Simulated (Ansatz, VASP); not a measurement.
Co3W2 in VASP and in Ansatz

```
Co W
1.0
     2.69449    0.00000    0.00000
    -1.34725    2.33350    0.00000
     0.00000    0.00000   21.08756
Co W
6 4
Direct
  0.33333 0.66667 0.25000
  0.33333 0.66667 0.65892
  0.33333 0.66667 0.84108
  0.66667 0.33333 0.15892
  0.66667 0.33333 0.34108
  0.66667 0.33333 0.75000
  0.33333 0.66667 0.05961
  0.33333 0.66667 0.44039
  0.66667 0.33333 0.55961
  0.66667 0.33333 0.94039
```

Alike in both runs: functional PBE; k mesh 6 × 6 × 1; occupations gaussian, width 0.1 eV; collinear spin.

Ansatz relaxed the structure, and its values are those at the end. VASP's run is a single point on that final structure, the one shown.

|  | VASP | Ansatz |
| --- | --- | --- |
| version | VASP 6.6.1 | Ansatz 0.2.0 |
| potentials or method | VASP PAW PBE potentials, release 64 (Co, W_sv), cutoff 520 eV | scalar-relativistic, plane waves, PAW |
| valence electrons in the cell | 110 | 158 |

```tsv
	VASP	Ansatz	Ansatz less VASP
gap on the k mesh at the Fermi level (eV)	none	none	-
pressure (GPa)	-0.1	-0.3	-0.24
rms of the force components (eV/Å)	0.010	0.015	+0.0052
net moment per atom (μB)	0.58	0.58	+0.007
size of the moment on the site where the two differ most (μB)	1.58	1.63	+0.055
```

Site moments also hang on the region over which each program counts them. A gap of «none» marks a metal or a gap that the smearing closes. VASP's potentials hold 110 valence electrons a cell and Ansatz's 158, so a difference there can come from the potentials and not from the codes.

The k mesh is coarse, so the values compare programs but aren't converged. Spin-orbit coupling is off throughout.
